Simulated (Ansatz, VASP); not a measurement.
AlGa2N2: VASP beside Ansatz

INCAR

```
SYSTEM = AlGa2N2
ALGO = Normal
EDIFF = 1E-7
ENCUT = 520
GGA = PE
ISIF = 2
ISMEAR = 0
ISPIN = 2
LASPH = .TRUE.
LCHARG = .FALSE.
LORBIT = 11
LREAL = .FALSE.
LWAVE = .FALSE.
MAGMOM = 0 0 0 1 1
NBANDS = 32
NELM = 150
PREC = Accurate
SIGMA = 0.1
```

File KPOINTS:

```
k-points
0
G
  6 6 6
  0 0 0
```

Contents of POSCAR:

```
AlGa2N2
1.0
    0.0000000000      2.4218115400      5.8149899900
    2.4098770900      0.0000000000      5.8149899900
    2.4098770900      2.4218115400      0.0000000000
Al Ga N
1 2 2
Direct
    0.5000000000      0.5000000000      0.5000000000
    0.2500000000      0.2500000000      0.2500000000
    0.7500000000      0.7500000000      0.7500000000
    0.1428000000      0.1428000000      0.8572000000
    0.8572000000      0.8572000000      0.1428000000
```

Input for Ansatz:

```yaml
crystal:
  lattice:
    - [0.0, 2.42181154, 5.81498999]
    - [2.40987709, 0.0, 5.81498999]
    - [2.40987709, 2.42181154, 0.0]
  atoms:
    - { symbol: Al, position: [0.5, 0.5, 0.5] }
    - { symbol: Ga, position: [0.25, 0.25, 0.25] }
    - { symbol: Ga, position: [0.75, 0.75, 0.75] }
    - { symbol: "N", position: [0.1428, 0.1428, 0.8572], spin: 1.0 }
    - { symbol: "N", position: [0.8572, 0.8572, 0.1428], spin: 1.0 }
basis:
  ecutwfc: 420
kpoints:
  mp_grid: { grid: [6, 6, 6] }
hamiltonian:
  xc: pbe
scf:
  occupations: { method: gaussian, width: 0.1 }
  lower_state_search: "off"
output:
  forces: true
  stress: true
  eigenvalues: true
  populations: true
magnetization:
  spin_polarized: true
```

Change from the starting cell: species swapped into the KCu2Se2 type (Fmmm, No. 69).

Alike in both runs: task single point; functional PBE; k mesh 6 × 6 × 6; occupations gaussian, width 0.1 eV; collinear spin.

|  | VASP | Ansatz |
| --- | --- | --- |
| version | VASP 6.6.1 | Ansatz 0.2.0 |
| potentials or method | VASP PAW PBE potentials, release 64 (Al, Ga_d, N), cutoff 520 eV | scalar-relativistic, plane waves, PAW |
| valence electrons in the cell | 39 | 39 |

|  | VASP | Ansatz | Ansatz less VASP |
| --- | --- | --- | --- |
| gap on the k mesh at the Fermi level (eV) | none | none | - |
| pressure (GPa) | 10.8 | 10.5 | -0.36 |
| traceless stress, the component that is largest in VASP (GPa) | -14.57 | -14.48 | +0.092 |
| rms of the force components (eV/Å) | 0.422 | 0.444 | +0.0220 |
| net moment per atom (μB) | 0.00 | 0.00 | 0.000 |

Atom by atom the forces differ by 0.022 eV/Å (rms over components). A gap of «none» marks a metal or a gap that the smearing closes. Ansatz's warnings: seeded moment not kept.
